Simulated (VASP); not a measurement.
# Ga8BiAs7: single point with PBEsol

The system is Ga8BiAs7.

```
CELL_PARAMETERS angstrom
11.48132 0.00000 0.00000
0.00000 11.48132 0.00000
0.00000 0.00000 11.48132
ATOMIC_POSITIONS crystal
Ga 0.99706 0.00264 0.00028
Ga 0.99832 0.99990 0.50142
Ga 0.99803 0.49853 0.99998
Ga 0.99815 0.49726 0.49860
Ga 0.50913 0.00958 0.99125
Ga 0.49819 0.02217 0.49957
Ga 0.50854 0.48885 0.00865
Ga 0.49971 0.49691 0.50170
Ga 0.24994 0.25132 0.00128
Ga 0.24716 0.25279 0.50043
Ga 0.22770 0.75106 0.99951
Ga 0.24028 0.74051 0.49122
Ga 0.75223 0.25167 0.99840
Ga 0.75099 0.25158 0.50014
Ga 0.75278 0.75035 0.00134
Ga 0.76053 0.74165 0.50764
Ga 0.24149 0.00930 0.25958
Ga 0.23964 0.00910 0.76013
Ga 0.24765 0.49636 0.24882
Ga 0.24090 0.49073 0.74056
Ga 0.75922 0.00860 0.24005
Ga 0.75368 0.00165 0.74871
Ga 0.75301 0.49766 0.25161
Ga 0.75210 0.49667 0.75167
Ga 0.99930 0.25187 0.25020
Ga 0.99741 0.25041 0.74991
Ga 0.99687 0.75013 0.25078
Ga 0.99847 0.74995 0.74958
Ga 0.49969 0.25130 0.24972
Ga 0.49975 0.25295 0.74999
Ga 0.49921 0.72822 0.25008
Ga 0.52084 0.75055 0.75013
As 0.12202 0.12794 0.12535
As 0.12148 0.12805 0.62527
As 0.11825 0.62185 0.12805
As 0.11877 0.62172 0.62244
As 0.62780 0.13103 0.12251
As 0.62815 0.13083 0.62800
As 0.63135 0.61869 0.12484
As 0.63147 0.61847 0.62480
As 0.37443 0.37258 0.12724
As 0.37376 0.37239 0.62332
As 0.87515 0.37433 0.12484
As 0.87518 0.37458 0.62479
As 0.87776 0.87542 0.12303
As 0.87688 0.87494 0.62670
As 0.37059 0.13505 0.37435
As 0.37492 0.13057 0.87481
As 0.37100 0.61485 0.37579
As 0.87670 0.12739 0.37524
As 0.87475 0.12652 0.87454
As 0.87727 0.62184 0.37518
As 0.87507 0.62439 0.87511
As 0.12317 0.37486 0.37475
As 0.12203 0.37269 0.87490
As 0.11931 0.87504 0.37534
As 0.11461 0.87861 0.87470
As 0.62541 0.37453 0.37511
As 0.62743 0.37250 0.87499
As 0.63443 0.87882 0.87565
Bi 0.37391 0.87619 0.12488
Bi 0.37246 0.87685 0.62532
Bi 0.37457 0.62204 0.87578
Bi 0.62696 0.87584 0.37467
```

- Program: VASP 6.6.1
- Task: single point
- Functional: PBEsol
- Potentials or basis: VASP PAW PBE potentials, release 64 (Ga_d, As, Bi_d)
- Cutoff: 500 eV
- k mesh: 1 × 1 × 1, shifted
- Occupations: fermi-dirac, width 0.05 eV
- Spin: no spin polarisation

| Property | Result |
| --- | --- |
| Pressure | 0.1 GPa |
| Largest force | 0.014 eV/Å |
| Band gap on the k mesh | 0.87 eV |

Forces in eV/Å, atoms in the order of the input:
```
Ga   0.002  0.002  0.000
Ga   0.003  0.002 -0.001
Ga   0.003  0.002  0.000
Ga   0.001 -0.001  0.001
Ga  -0.005 -0.002  0.005
Ga   0.002 -0.011  0.004
Ga  -0.006  0.006 -0.006
Ga   0.000  0.001  0.002
Ga   0.000  0.000 -0.001
Ga  -0.002  0.000  0.002
Ga   0.011  0.002  0.004
Ga   0.004  0.008  0.005
Ga   0.000  0.001  0.002
Ga   0.002 -0.001 -0.002
Ga   0.001  0.001  0.002
Ga  -0.003  0.008 -0.006
Ga   0.005 -0.007 -0.006
Ga   0.011 -0.004 -0.008
Ga   0.002  0.001  0.000
Ga   0.007  0.005  0.007
Ga  -0.006 -0.006  0.009
Ga   0.002 -0.001  0.000
Ga   0.001  0.002  0.001
Ga   0.000  0.002  0.000
Ga   0.000 -0.001  0.001
Ga   0.002  0.000  0.001
Ga   0.000  0.001 -0.001
Ga   0.002 -0.001  0.001
Ga   0.003 -0.001  0.000
Ga   0.000  0.001  0.002
Ga   0.004  0.011 -0.002
Ga  -0.012  0.000  0.002
As   0.002 -0.002 -0.002
As   0.001 -0.003 -0.002
As   0.001 -0.001  0.001
As   0.001  0.001 -0.001
As   0.000  0.000 -0.002
As   0.000  0.000  0.000
As   0.000  0.001  0.001
As   0.000 -0.006  0.002
As   0.000  0.001 -0.001
As   0.001  0.001 -0.001
As   0.000  0.001  0.000
As  -0.001  0.003  0.001
As  -0.004 -0.005  0.004
As  -0.001  0.000 -0.002
As  -0.004  0.005 -0.001
As  -0.001 -0.005 -0.001
As  -0.004 -0.005  0.000
As  -0.003 -0.002  0.000
As  -0.001 -0.002  0.000
As  -0.005  0.003 -0.001
As  -0.001  0.002 -0.002
As   0.000  0.001 -0.001
As   0.000  0.000  0.000
As   0.002 -0.001  0.000
As  -0.007  0.002  0.000
As  -0.004  0.002  0.001
As  -0.003  0.002  0.000
As   0.000  0.001 -0.001
Bi   0.002 -0.006  0.000
Bi  -0.011  0.008  0.002
Bi  -0.001 -0.009  0.000
Bi   0.008 -0.003 -0.011
```

Stress tensor (GPa, compression positive):
```
 0.15 -0.81 -0.81
-0.81  0.15 -0.80
-0.81 -0.80  0.11
```

Levels at points of the mesh, in eV from the valence-band top:
```
           k point  band 304  band 305  band 306  band 307  band 308  band 309  band 310  band 311  band 312  band 313
(0.25, 0.25, 0.25)     -0.66     -0.50     -0.39     -0.06      0.00      0.87      1.32      1.53      1.55      1.59
```

Run time: 19 min on 1 thread of Intel(R) Xeon(R) Platinum 8488C (Sapphire Rapids), on a shared host, peak memory 1.3 GiB.

Caveat: the PAW data sets were made with another functional, which shifts forces and pressure a little; spin-orbit coupling is left out, which moves the levels of the heavy elements; a shifted mesh leaves out Γ, where band edges can lie. A k mesh can miss the band edges.
